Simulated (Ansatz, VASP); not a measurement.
# One calculation of Si, two programs

INCAR

```
PREC = Accurate
ENCUT = 520
EDIFF = 1E-6
ISMEAR = 0
SIGMA = 0.03
LREAL = False
LASPH = True
NELM = 100
ALGO = Normal
ISIF = 2
LWAVE = False
LCHARG = False
GGA = CA
NBANDS = 26
```

File KPOINTS:

```
regular mesh
0
Gamma
  10 10 3
```

File POSCAR:

```
Si
1.0
   -3.8016851185      0.0000000000      0.0000000000
   -1.9008425592     -3.2923558898      0.0000000000
   -0.9504212796     -0.5487259816     12.5773876662
Si
8
Direct
    0.1822469962      0.1822469962      0.9065180230
    0.2655803295      0.2655803295      0.4065180230
    0.6405803295      0.6405803295      0.1565180230
    0.5572469962      0.5572469962      0.6565180230
    0.3177530038      0.3177530038      0.0934819770
    0.2344196705      0.2344196705      0.5934819770
    0.6094196705      0.6094196705      0.3434819770
    0.5260863372      0.5260863372      0.8434819770
```

Input for Ansatz:

```yaml
crystal:
  lattice:
    - [-3.8016851185, 0.0, 0.0]
    - [-1.9008425592, -3.2923558898, 0.0]
    - [-0.9504212796, -0.5487259816, 12.5773876662]
  atoms:
    - { symbol: Si, position: [0.1822469962, 0.1822469962, 0.906518023] }
    - { symbol: Si, position: [0.2655803295, 0.2655803295, 0.406518023] }
    - { symbol: Si, position: [0.6405803295, 0.6405803295, 0.156518023] }
    - { symbol: Si, position: [0.5572469962, 0.5572469962, 0.656518023] }
    - { symbol: Si, position: [0.3177530038, 0.3177530038, 0.093481977] }
    - { symbol: Si, position: [0.2344196705, 0.2344196705, 0.593481977] }
    - { symbol: Si, position: [0.6094196705, 0.6094196705, 0.343481977] }
    - { symbol: Si, position: [0.5260863372, 0.5260863372, 0.843481977] }
basis:
  ecutwfc: 420
kpoints:
  mp_grid: { grid: [10, 10, 3] }
hamiltonian:
  xc: lda
  pseudopotentials: { kind: paw, azcp: { folder: soft_1 } }
scf:
  occupations: { method: gaussian, width: 0.03 }
output:
  forces: true
  stress: true
  eigenvalues: true
```

Alike in both runs: task single point; functional LDA; k mesh 10 × 10 × 3; occupations gaussian, width 0.03 eV; no spin polarisation.

```csv
,VASP,Ansatz
version,VASP 6.6.1,Ansatz 0.2.0
potentials or method,"VASP PAW LDA potentials, release 64 (Si), cutoff 520 eV","scalar-relativistic, plane waves, PAW"
valence electrons in the cell,32,32
```

```csv
,VASP,Ansatz,Ansatz less VASP
gap on the k mesh at the Fermi level (eV),none,none,-
pressure (GPa),-0.8,-0.8,-0.06
"traceless stress, the component that is largest in VASP (GPa)",3.34,3.33,-0.006
rms of the force components (eV/Å),0.385,0.385,+0.0001
```

Ansatz warns that its potentials were made for another functional, while VASP's fit it. LDA's correlation is that of Perdew and Zunger in VASP and of Perdew and Wang (1992) in Ansatz. Atom by atom the forces differ by 0.001 eV/Å (rms over components). A gap of «none» marks a metal or a gap that the smearing closes.
